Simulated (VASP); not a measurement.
**GaSb: single point with PBEsol**

The system is GaSb.

```
CELL_PARAMETERS angstrom
-2.71747 2.71747 1.54760
2.71747 -2.71747 1.54760
2.71747 2.71747 -1.54760
ATOMIC_POSITIONS crystal
Sb 0.00000 0.00000 0.00000
Ga 0.75000 0.25000 0.50000
```

```
Program             : VASP 6.6.1
Task                : single point
Functional          : PBEsol
Potentials or basis : VASP PAW PBE potentials, release 64 (Sb, Ga_d)
Cutoff              : 520 eV
k mesh              : 10 × 10 × 10
Occupations         : fermi-dirac, width 0.05 eV
Spin                : no spin polarisation
```

```
Pressure               : 0.1 GPa
Band gap on the k mesh : zero (band 9 reaches 8.78 eV, above the bottom of band 10 at 4.15 eV)
```

Levels at points of the mesh, in eV from the Fermi level:
| k point | band 5 | band 6 | band 7 | band 8 | band 9 | band 10 | band 11 | band 12 | band 13 | band 14 |
| --- | --- | --- | --- | --- | --- | --- | --- | --- | --- | --- |
| (0.00, 0.00, 0.00) | -14.79 | -12.37 | -2.92 | -2.05 | -2.05 | 3.25 | 5.53 | 7.32 | 7.32 | 8.00 |
| (0.50, 0.00, 0.00) | -14.76 | -8.33 | -5.85 | -2.50 | -1.54 | -1.25 | 2.32 | 3.38 | 5.30 | 8.12 |
| (0.50, 0.50, 0.00) | -14.78 | -10.81 | -8.38 | -0.06 | 1.75 | 2.17 | 2.31 | 4.94 | 6.90 | 8.79 |
| (0.50, 0.50, 0.50) | -14.79 | -9.54 | -6.12 | -5.31 | -5.31 | 3.82 | 5.28 | 10.80 | 10.80 | 13.04 |

Run time: 22 s on 1 thread of Intel(R) Xeon(R) 6975P-C (Granite Rapids), on a shared host, peak memory 0.22 GiB.

Caveat: the PAW data sets were made with another functional, which shifts forces and pressure a little; spin-orbit coupling is left out, which moves the levels of the heavy elements.
